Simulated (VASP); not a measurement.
Wanted: the native input for a VASP 6.6.1 run.

- Task: single point
- Functional: PBEsol
- Potentials or basis: VASP PAW PBE potentials, release 64 (F)
- Cutoff: 520 eV
- k mesh: 4 × 4 × 2
- Occupations: gaussian, width 0.05 eV
- Spin: no spin polarisation
- Dipole correction: no
- Further INCAR settings: ALGO = Normal; EDIFF = 1e-06; NBANDS = 22

The structure of F lies in POSCAR:

```
F
1.0
    3.1562347980     -1.7013658892     -0.2434360560
    3.1562347980      1.7013658892     -0.2434360560
   -2.4069595056      0.0000000000      6.8274697419
F
4
Direct
    0.0848459664      0.0848459664      0.0940038325
    0.9151540336      0.9151540336      0.9059961675
    0.5015719855      0.5015719855      0.5937195244
    0.4984280145      0.4984280145      0.4062804756
```

The input as run:

INCAR

```
SYSTEM = F
PREC = Accurate
ENCUT = 520
EDIFF = 1E-6
ISMEAR = 0
SIGMA = 0.05
LREAL = .FALSE.
LASPH = .TRUE.
NELM = 80
ALGO = Normal
ISIF = 2
LWAVE = .FALSE.
LCHARG = .FALSE.
GGA = PS
NBANDS = 22
```

KPOINTS

```
Automatic mesh
0
G
  4 4 2
  0 0 0
```

Potentials or basis: VASP PAW PBE potentials, release 64 (F).

Command:

```console
$ cat potpaw_PBE.64/F/POTCAR > POTCAR
$ mpirun -np 1 vasp_std > vasp.out
```

It gave:

- Pressure: 5.3 GPa
- Largest force: 2.776 eV/Å
- Band gap on the k mesh: 3.64 eV, indirect (least direct gap 3.75 eV)

Caveat: the k points lie up to 0.54 Å⁻¹ apart; the PAW data sets were made with another functional, which shifts forces and pressure a little.

Run time: 35 s on 1 thread of AMD EPYC 7R13, on a shared host, peak memory 0.15 GiB.
